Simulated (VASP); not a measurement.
TiTl2Sb3:

```
Ti Tl Sb
1.0
     5.89023    0.00000    0.00000
    -2.94511    5.10109    0.00000
     0.00000    0.00000    6.17057
Ti Tl Sb
1 2 3
Direct
  0.00000 0.00000 0.00000
  0.66667 0.33333 0.00000
  0.33333 0.66667 0.00000
  0.50000 0.00000 0.50000
  0.00000 0.50000 0.50000
  0.50000 0.50000 0.50000
```

- Program: VASP 6.6.1
- Task: relaxation of cell and atoms
- Functional: PBE
- Potentials or basis: VASP PAW PBE potentials, release 64 (Ti_sv, Tl_d, Sb)
- Cutoff: 600 eV
- k mesh: 9 × 9 × 6
- Occupations: gaussian, width 0.1 eV
- Spin: no spin polarisation

At the start: pressure 0.6 GPa; volume 30.90 Å³/atom.

Where does the relaxation end?

Over 7 steps the energy falls by 6.2 meV/atom and the volume is 30.97 Å³/atom (+0.2 %); space group P6/mmm (No. 191, to 0.05 Å).

Step by step:
```
step  energy change (eV)  largest force (eV/Å)  pressure (GPa)  volume (Å³)
   1              0.0000                0.0000            0.63       185.40
   2             -0.0256                0.0000           -0.33       188.68
   3             -0.0261                0.0000           -0.48       189.26
   4             -0.0344                0.0000           -0.21       187.38
   5             -0.0372                0.0000            0.08       185.53
   6             -0.0372                0.0000            0.10       185.45
   7             -0.0374                0.0000           -0.01       185.79
```

Final structure:
```
CELL_PARAMETERS angstrom
5.99204 0.00000 0.00000
-2.99602 5.18925 0.00000
0.00000 0.00000 5.97510
ATOMIC_POSITIONS crystal
Ti 0.00000 0.00000 0.00000
Tl 0.66667 0.33333 0.00000
Tl 0.33333 0.66667 0.00000
Sb 0.50000 0.00000 0.50000
Sb 0.00000 0.50000 0.50000
Sb 0.50000 0.50000 0.50000
```
